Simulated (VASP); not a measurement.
**ZnS: single point with r2SCAN**

The system is ZnS.

```xyz
2
Lattice="-0.0539 2.6945 2.6945 2.6406 0.0000 2.6406 2.6945 2.6945 -0.0539" Properties=species:S:1:pos:R:3 pbc="T T T"
Zn    0.0000    0.0000    0.0000
S     3.9609    4.0418    3.9609
```

This cell differs from its parent crystal: strain -0.0400 x Voigt [0, 0, 0, 0, 1, 0].

| Item | Value |
| --- | --- |
| Program | VASP 6.6.1 |
| Task | single point |
| Functional | r2SCAN |
| Potentials or basis | VASP PAW PBE potentials, release 64 (Zn, S) |
| Cutoff | 520 eV |
| k mesh | 8 × 8 × 8 |
| Occupations | gaussian, width 0.05 eV |
| Spin | no spin polarisation |
| Dipole correction | no |
| Further INCAR settings | ALGO = Normal; EDIFF = 1e-06; NBANDS = 16 |

```
Pressure               : 0.2 GPa
Largest force          : 0.227 eV/Å
Band gap on the k mesh : 2.61 eV, direct
```

Forces on the atoms (eV/Å):
```
Zn   0.000  0.227  0.000
S    0.000 -0.227  0.000
```

Stress tensor (GPa, compression positive):
```
0.21 0.00 2.91
0.00 0.13 0.00
2.91 0.00 0.21
```

Levels at points of the mesh, in eV from the valence-band top:
| k point | band 7 | band 8 | band 9 | band 10 | band 11 | band 12 |
| --- | --- | --- | --- | --- | --- | --- |
| (0.00, 0.00, 0.00) | -0.15 | -0.09 | 0.00 | 2.61 | 6.53 | 6.84 |
| (0.50, 0.00, 0.00) | -5.51 | -0.92 | -0.88 | 3.88 | 7.26 | 7.56 |
| (0.00, 0.50, 0.00) | -5.54 | -1.07 | -1.05 | 3.62 | 7.08 | 7.36 |
| (0.50, 0.50, 0.00) | -4.73 | -2.39 | -2.39 | 3.63 | 4.40 | 11.60 |
| (0.50, 0.00, 0.50) | -4.73 | -2.59 | -2.19 | 3.54 | 4.50 | 11.74 |

It took 83 s on 1 thread of Intel(R) Xeon(R) 6975P-C (Granite Rapids) (shared host), peak memory 0.2 GiB.

Caveat: the cell differs from its parent crystal (strain -0.0400 x Voigt [0, 0, 0, 0, 1, 0]); the PAW data sets were made with another functional, which shifts forces and pressure a little.
